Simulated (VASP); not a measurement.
Here is a VASP 6.6.1 calculation.

File INCAR:

```
SYSTEM = Si2IrPd2
PREC = Accurate ; ENCUT = 500
EDIFF = 1E-7 ; ISMEAR = 0
SIGMA = 0.1 ; LREAL = .False.
LASPH = .True. ; NELM = 120
ALGO = Normal ; ISIF = 3
LWAVE = .False. ; LCHARG = .False.
GGA = PE ; IBRION = 2
NSW = 100 ; EDIFFG = -0.01
GGA_COMPAT = .False. ; NELMIN = 4
```

Contents of KPOINTS:

```
Automatic mesh
0
Gamma
  10 10 8
  0 0 0
```

POSCAR

```
Si2IrPd2
1.0
    3.7905653198      0.0000000000      0.0000000000
    0.0000000000      3.7905653198      0.0000000000
    0.0000000000      0.0000000000      5.3737872990
Si Pd Ir
2 2 1
Direct
    0.0000000000      0.5000000000      0.5000000000
    0.5000000000      0.0000000000      0.5000000000
    0.0000000000      0.0000000000      0.7650318117
    0.0000000000      0.0000000000      0.2349681883
    0.5000000000      0.5000000000      0.0000000000
```

Potentials or basis: VASP PAW PBE potentials, release 64 (Si, Pd, Ir).

Run with:

```sh
$ cat potpaw_PBE.64/Si/POTCAR potpaw_PBE.64/Pd/POTCAR potpaw_PBE.64/Ir/POTCAR > POTCAR
$ mpirun -np 1 vasp_std > vasp.out
```

Q: Estimate the relaxed cell.

A: a = 3.812 Å, b = 3.812 Å, c = 5.331 Å, α = 90.00°, β = 90.00°, γ = 90.00°.

Q: Estimate the band gap on the k mesh.

A: Zero (an odd number of electrons rules out a gap without spin polarisation).

Stress tensor (GPa, compression positive):
```
-0.09  0.00  0.00
 0.00 -0.09  0.00
 0.00  0.00  0.10
```

Caveat: spin-orbit coupling is left out, which moves the levels of the heavy elements.
